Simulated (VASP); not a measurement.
**F: single point with PBEsol**

The system is F.

```
F
1.0
     3.21986   -1.85056   -0.24834
     3.21986    1.85056   -0.24834
    -2.42109    0.00000    7.41099
F
4
Direct
  0.08485 0.08485 0.09400
  0.91515 0.91515 0.90600
  0.50157 0.50157 0.59372
  0.49843 0.49843 0.40628
```

```
Program                : VASP 6.6.1
Task                   : single point
Functional             : PBEsol
Potentials or basis    : VASP PAW PBE potentials, release 64 (F)
Cutoff                 : 520 eV
k mesh                 : 4 × 4 × 2
Occupations            : gaussian, width 0.05 eV
Spin                   : no spin polarisation
Dipole correction      : no
Further INCAR settings : ALGO = Normal; EDIFF = 1e-06; NBANDS = 22
```

```yaml
Pressure: -3.1 GPa
Largest_force: 1.381 eV/Å
Band_gap_on_the_k_mesh: 2.49 eV, indirect (least direct gap 2.55 eV)
```

Forces on the atoms (eV/Å):
```
F   -0.602  0.000 -1.227
F    0.602  0.000  1.227
F    0.420  0.000 -1.315
F   -0.420  0.000  1.315
```

Stress tensor (GPa, compression positive):
```
-1.61  0.00 -0.46
 0.00 -0.52  0.00
-0.46  0.00 -7.07
```

Levels at points of the mesh, in eV from the valence-band top:
```csv
k point,band 11,band 12,band 13,band 14,band 15,band 16,band 17,band 18
"(0.00, 0.00, 0.00)",-0.27,-0.15,-0.09,-0.06,2.49,3.10,8.65,11.09
"(0.50, 0.00, 0.00)",-0.30,-0.24,-0.22,-0.13,2.81,2.89,12.32,12.45
"(0.50, 0.50, 0.00)",-0.27,-0.23,-0.14,0.00,2.77,2.89,12.71,12.77
"(0.00, 0.00, 0.50)",-0.24,-0.15,-0.13,-0.06,2.75,2.83,9.43,9.45
"(0.50, 0.00, 0.50)",-0.37,-0.26,-0.16,-0.05,2.68,3.01,12.22,12.99
"(0.50, 0.50, 0.50)",-0.30,-0.19,-0.15,-0.07,2.80,2.89,12.26,12.35
```

Run time: 14 s on 1 thread of AMD EPYC 9R14 (Zen 4), with other jobs on the host, peak memory 0.16 GiB.

Caveat: the k points lie up to 0.50 Å⁻¹ apart; the PAW data sets were made with another functional, which shifts forces and pressure a little. A hybrid or GW would open this gap; PBEsol tends to underestimate it.
